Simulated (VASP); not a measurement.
Set up this calculation in VASP 6.6.1, as the native input.

```yaml
Task: single point
Functional: r2SCAN
Potentials_or_basis: VASP PAW PBE potentials, release 64 (Ag)
Cutoff: 520 eV
k_mesh: 24 × 24 × 12
Occupations: gaussian, width 0.1 eV
Spin: no spin polarisation
Dipole_correction: no
Further_INCAR_settings: ALGO = Normal; EDIFF = 1e-07; NBANDS = 18
```

Ag:

```
Ag
1.0
     2.90368    0.00000    0.00000
    -1.45184    2.51466    0.00000
     0.00000    0.00000    4.60511
Ag
2
Cartesian
  0.0000 1.6764 1.1513
  1.4518 0.8382 3.4538
```

This cell differs from its parent crystal: strain along c alone, the other axes held: -3.0 %.

One way to write it, as run:

POSCAR

```
Ag
1.0
    2.9036756676      0.0000000000      0.0000000000
   -1.4518378338      2.5146568925      0.0000000000
    0.0000000000      0.0000000000      4.6051133304
Ag
2
Direct
    0.3333333333      0.6666666667      0.2500000000
    0.6666666667      0.3333333333      0.7500000000
```

INCAR.step1

```
SYSTEM = Ag
PREC = Accurate
ENCUT = 520
ISMEAR = 0
SIGMA = 0.1
LREAL = .FALSE.
LASPH = .TRUE.
NELM = 80
NBANDS = 18
GGA = PE
ALGO = Normal
EDIFF = 1E-4
LWAVE = .TRUE.
LCHARG = .FALSE.
```

INCAR.step2

```
SYSTEM = Ag
PREC = Accurate
ENCUT = 520
EDIFF = 1E-7
ISMEAR = 0
SIGMA = 0.1
LREAL = .FALSE.
LASPH = .TRUE.
NELM = 80
ALGO = Normal
ISIF = 2
LWAVE = .FALSE.
LCHARG = .FALSE.
METAGGA = R2SCAN
LMIXTAU = .TRUE.
NBANDS = 18
ISTART = 1
```

KPOINTS

```
Automatic mesh
0
G
  24 24 12
  0 0 0
```

Potentials or basis: VASP PAW PBE potentials, release 64 (Ag).

Command:

```bash
$ cat potpaw_PBE.64/Ag/POTCAR > POTCAR
$ cp INCAR.step1 INCAR
$ mpirun -np 1 vasp_std > vasp.out
$ cp INCAR.step2 INCAR
$ mpirun -np 1 vasp_std > vasp.out
```

Results of the run:

The pressure is 3.6 GPa. The band gap on the k mesh is zero (bands 11 and 12 overlap by 7.90 eV).

Caveat: the cell differs from its parent crystal (strain along c alone, the other axes held: -3.0 %); the cell stands under pressure; the PAW data sets were made with another functional, which shifts forces and pressure a little.

Run time: 11 min on 1 thread of AMD EPYC 9R45 96-Core Processor (Zen 5), on a shared host, peak memory 0.3 GiB.
